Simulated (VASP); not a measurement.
# BaAu3 (Pm-3m) in VASP: further runs, part 2 of 3

VASP 6.6.1. The steps go on from the part before.

### Step 3. Single point, PBE (volume scaled by 0.960)

INCAR

```
PREC     = Accurate       # precision mode
ENCUT    = 520            # plane-wave cutoff, eV
EDIFF    = 1E-6           # SCF threshold, eV
ISMEAR   = 0              # smearing method
SIGMA    = 0.05           # smearing width, eV
LREAL    = False          # projectors in reciprocal space
LASPH    = True           # aspherical terms in the spheres
NELM     = 80             # most SCF steps
ALGO     = Fast           # electronic algorithm
ISIF     = 2              # what is computed and relaxed
LWAVE    = False          # write WAVECAR
LCHARG   = False          # write CHGCAR
GGA      = PE             # functional
NBANDS   = 30             # bands
```

KPOINTS

```
regular mesh
0
Gamma
  8 8 8
```

POSCAR

```
BaAu3
1.0
    4.5937294688      0.0000000000      0.0000000000
    0.0000000000      4.5937294688      0.0000000000
    0.0000000000      0.0000000000      4.5937294688
Ba Au
1 3
Direct
    0.0000000000      0.0000000000      0.0000000000
    0.0000000000      0.5000000000      0.5000000000
    0.5000000000      0.5000000000      0.0000000000
    0.5000000000      0.0000000000      0.5000000000
```

Potentials or basis: VASP PAW PBE potentials, release 64 (Ba_sv, Au).

The run is started by

```bash
$ cat potpaw_PBE.64/Ba_sv/POTCAR potpaw_PBE.64/Au/POTCAR > POTCAR
$ mpirun -np 1 vasp_std > vasp.out
```

OUTCAR:

```text
PREC = Accurate
   ENCUT = 520
   EDIFF = 1E-6
   ISMEAR = 0
   LREAL = False
   LASPH = True
   NELM = 80
   ISIF = 2
   GGA = PE

 ion  position               nearest neighbor table
   1  0.000  0.000  0.000-   2 3.25   3 3.25   4 3.25   2 3.25   4 3.25   2 3.25   3 3.25   2 3.25
                             3 3.25   4 3.25   4 3.25   3 3.25
   2  0.000  0.500  0.500-   1 3.25   3 3.25   4 3.25   1 3.25   3 3.25   1 3.25   4 3.25   1 3.25
                             3 3.25   4 3.25   3 3.25   4 3.25
   3  0.500  0.500  0.000-   1 3.25   2 3.25   4 3.25   2 3.25   4 3.25   1 3.25   4 3.25   4 3.25
                             1 3.25   2 3.25   2 3.25   1 3.25
   4  0.500  0.000  0.500-   1 3.25   2 3.25   3 3.25   1 3.25   3 3.25   2 3.25   3 3.25   3 3.25
                             1 3.25   2 3.25   1 3.25   2 3.25

  LATTYP: Found a simple cubic cell.
 ALAT       =     4.5937294688

  Lattice vectors:

 A1 = (   4.5937294688,   0.0000000000,   0.0000000000)
 A2 = (   0.0000000000,   4.5937294688,   0.0000000000)
 A3 = (   0.0000000000,   0.0000000000,   4.5937294688)

Analysis of symmetry for initial positions (statically):
=====================================================================
 Subroutine PRICEL returns:
 Original cell was already a primitive cell.

 Routine SETGRP: Setting up the symmetry group for a
 simple cubic supercell.

 Subroutine GETGRP returns: Found 48 space group operations
 (whereof 48 operations were pure point group operations)
 out of a pool of 48 trial point group operations.

The static configuration has the point symmetry O_h .

Analysis of symmetry for dynamics (positions and initial velocities):
=====================================================================
 Subroutine PRICEL returns:
 Original cell was already a primitive cell.

 Routine SETGRP: Setting up the symmetry group for a
 simple cubic supercell.

 Subroutine GETGRP returns: Found 48 space group operations
[... 121 lines left out ...]
   EFERMI =   0.00;   METHOD = LEGACY
   ISMEAR =     0;   SIGMA  =   0.05  broadening in eV -4-tet -1-fermi 0-gaus
   EFERMI_NEDOS =   21; number of points for ismear=-14 and -15
   IALGO  =     68    algorithm
   IMIX   =      4    mixing-type and parameters
     AMIX     =   0.40;   BMIX     =  1.00
     AMIX_MAG =   1.60;   BMIX_MAG =  1.00
  volume/ion in A,a.u.               =      24.23       163.54
  Fermi-wavevector in a.u.,A,eV,Ry     =   1.248530  2.359379 21.209123  1.558827
  Thomas-Fermi vector in A             =   2.382612
   LORBIT       =      0    0 simple, 1 ext, 2 COOP (PROOUT), +10 PAW based schemes
   GGA     = PE    functional components
   LHFCALC =     F    Hartree Fock is set to
   AEXX    =    0.0000 exact exchange contribution
   IVDW    =     0    specifies the selected vdW correction
   LEPSILON=     F    determine dielectric tensor
   LRPA    =     F    only Hartree local field effects (RPA)
 non-spin polarized calculation
 RMM-DIIS sequential band-by-band and
 Gauss-broadening in eV      SIGMA  =   0.05
  energy-cutoff  :      520.00
  volume of cell :       96.94
 maximum number of plane-waves:      2626
 NGX is ok and might be reduce to    36
   NGX = 17   NGY = 17   NGZ = 17

 number of electron      42.9999992 magnetization

 Free energy of the ion-electron system (eV)
  ---------------------------------------------------
  ext. energy  EPLUGINS =         0.00000000
  ---------------------------------------------------
  free energy    TOTEN  =       -12.53818023 eV

  energy without entropy =      -12.53422261  energy(sigma->0) =      -12.53620142

 E-fermi :   5.4156     XC(G=0): -10.8018

 val. band max:        5.3918212913   @ k =   0.3750   0.2500   0.1250
 cond. band min:       5.4471816784   @ k =   0.3750   0.2500   0.2500
 fundamental gap:      0.0553603871
 Fermi energy:         5.4156339949

 k-point     1 :       0.0000    0.0000    0.0000
  band No.  band energies     occupation
      1     -21.6542      2.00000
      2      -6.9582      2.00000
      3      -6.9582      2.00000
      4      -6.9582      2.00000
      5      -1.0143      2.00000
      6       0.4113      2.00000
[... 781 lines left out ...]
     29      11.9618      0.00000
     30      13.6371      0.00000

 [... further k-points ...]
[... 5 lines left out ...]
  --------------------------------------------------------------------------------------
  -------------------------------------------------------------------------------------
  Total        1.7654424      1.7654424      1.7654424     -0.0000000      0.0000000      0.0000000
  in kB       29.1788308     29.1788308     29.1788308     -0.0000000      0.0000000      0.0000000
  external PRESSURE =      29.1788308 kB  Pullay stress =       0.0000000 kB

 VOLUME and BASIS-vectors are now :
 -----------------------------------------------------------------------------
  energy-cutoff  :      520.00
  volume of cell :       96.94
      direct lattice vectors                 reciprocal lattice vectors
     4.593729469  0.000000000  0.000000000     0.217688048  0.000000000  0.000000000
     0.000000000  4.593729469  0.000000000     0.000000000  0.217688048  0.000000000
     0.000000000  0.000000000  4.593729469     0.000000000  0.000000000  0.217688048

 POSITION                                       TOTAL-FORCE (eV/Angst)
 -----------------------------------------------------------------------------------
      0.00000      0.00000      0.00000         0.000000      0.000000      0.000000
      0.00000      2.29686      2.29686         0.000000      0.000000      0.000000
      2.29686      2.29686      0.00000         0.000000      0.000000      0.000000
      2.29686      0.00000      2.29686         0.000000      0.000000      0.000000
 -----------------------------------------------------------------------------------
    total drift:                                0.000000      0.000000      0.000000

  FREE ENERGIE OF THE ION-ELECTRON SYSTEM (eV)
  ---------------------------------------------------
  free  energy   TOTEN  =       -12.5381802340 eV

  energy  without entropy=      -12.5342226147  energy(sigma->0) =      -12.53620142
```

stdout:

```text
POSCAR found type information on POSCAR BaAu
 POSCAR found :  2 types and       4 ions
 scaLAPACK will be used
 LDA part: xc-table for (Slater+PW92), standard interpolation
 POSCAR, INCAR and KPOINTS ok, starting setup
 FFT: planning ... GRIDC
 FFT: planning ... GRID_SOFT
 FFT: planning ... GRID
 WAVECAR not read
 entering main loop
```

Run time: 44 s. Hardware: 1 thread of Intel Xeon 6975P-C (Granite Rapids), shared host; peak memory 0.26 GiB.

Results:

| Item | Value |
| --- | --- |
| Free energy | -12.5382 eV |
| Pressure | 2.9 GPa |

Levels at points of the mesh, in eV from the Fermi level:
| k point | band 20 | band 21 | band 22 | band 23 | band 24 | band 25 |
| --- | --- | --- | --- | --- | --- | --- |
| (0.00, 0.00, 0.00) | -2.06 | 1.36 | 1.36 | 2.61 | 2.61 | 2.61 |
| (0.50, 0.00, 0.00) | -2.63 | -2.06 | 1.81 | 1.81 | 2.08 | 2.30 |
| (0.50, 0.50, 0.00) | -2.87 | -0.51 | -0.51 | -0.47 | 2.85 | 2.85 |
| (0.50, 0.50, 0.50) | -0.12 | -0.12 | -0.12 | -0.04 | 2.15 | 2.15 |

Caveat: spin-orbit coupling is left out, which moves the levels of the heavy elements.

### Step 4. Single point, PBE (volume scaled by 0.980)

INCAR

```
SYSTEM = BaAu3
ALGO = Fast
EDIFF = 1E-7
ENCUT = 520
GGA = PE
ISIF = 2
ISMEAR = 0
LASPH = .True.
LCHARG = .False.
LREAL = .False.
LWAVE = .False.
NBANDS = 30
NELM = 80
PREC = Accurate
SIGMA = 0.05
```

KPOINTS

```
k-points
0
Gamma
  8 8 8
  0 0 0
```

POSCAR

```
BaAu3
1.0
    4.6254113629      0.0000000000      0.0000000000
    0.0000000000      4.6254113629      0.0000000000
    0.0000000000      0.0000000000      4.6254113629
Ba Au
1 3
Direct
    0.0000000000      0.0000000000      0.0000000000
    0.0000000000      0.5000000000      0.5000000000
    0.5000000000      0.5000000000      0.0000000000
    0.5000000000      0.0000000000      0.5000000000
```

The run is started by

```bash
$ cat potpaw_PBE.64/Ba_sv/POTCAR potpaw_PBE.64/Au/POTCAR > POTCAR
$ mpirun -np 1 vasp_std > vasp.out
```

Run time: 51 s. Hardware: 1 thread of Intel Xeon 6975P-C (Granite Rapids), shared host; peak memory 0.25 GiB.

The run converged. Its results:

```
Free energy : -12.5679 eV
Pressure    : 1.7 GPa
```

Levels at points of the mesh, in eV from the Fermi level:
```
           k point  band 18  band 19  band 20  band 21  band 22  band 23  band 24  band 25  band 26  band 27
(0.00, 0.00, 0.00)    -2.03    -2.03    -2.03     1.32     1.32     2.62     2.62     2.62     6.20     6.20
(0.50, 0.00, 0.00)    -2.89    -2.82    -2.58    -2.03     1.85     1.85     2.03     2.31     5.02     5.92
(0.50, 0.50, 0.00)    -3.02    -3.02    -2.81    -0.52    -0.52    -0.40     2.85     2.85     5.31     5.67
(0.50, 0.50, 0.50)    -2.26    -2.26    -0.13    -0.13    -0.13     0.06     2.13     2.13     2.13     6.39
```

Caveat: spin-orbit coupling is left out, which moves the levels of the heavy elements.

(Part 2 of 3 ends here.)
